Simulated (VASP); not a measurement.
WF, 8 atoms in the cell. It takes space group Cmcm (No. 63, orthorhombic). Conventional cell: a = 6.840 Å, b = 7.845 Å, c = 4.616 Å, α = 90.00°, β = 90.00°, γ = 90.00°. Within 2.8 Å of W (site symmetry m) lie 4 F at 2.13 to 2.60 Å and 2 W at 2.65 Å. Within 2.7 Å of F (site symmetry m) lie 3 F at 1.96 to 2.31 Å and 4 W at 2.13 to 2.60 Å. The cell was built from a structure type or drawn by symmetry, and may not be a known phase.

```yaml
Program: VASP 6.6.1
Task: relaxation of cell and atoms
Functional: PBE
Potentials_or_basis: VASP PAW PBE potentials, release 64 (W_sv, F)
Cutoff: 600 eV
k_mesh: 4 × 4 × 4
Occupations: gaussian, width 0.1 eV
Spin: no spin polarisation
Dipole_correction: no
Further_INCAR_settings: ALGO = Normal; EDIFF = 1e-06; IBRION = 2; EDIFFG = -0.04; NSW = 90; ISIF = 3
```

Potentials or basis: VASP PAW PBE potentials, release 64 (W_sv, F).

Command:

```bash
$ cat potpaw_PBE.64/W_sv/POTCAR potpaw_PBE.64/F/POTCAR > POTCAR
$ mpirun -np 1 vasp_std > vasp.out
```

Hardware: 1 thread of Intel(R) Xeon(R) 6975P-C (Granite Rapids), with other jobs on the host.

Task: Estimate the wall time of this run.

Result: Run time: 57 min on 1 thread of Intel(R) Xeon(R) 6975P-C (Granite Rapids), on a shared host, peak memory 0.35 GiB. Counts: scf iterations 413, k points 21, ion steps 48.
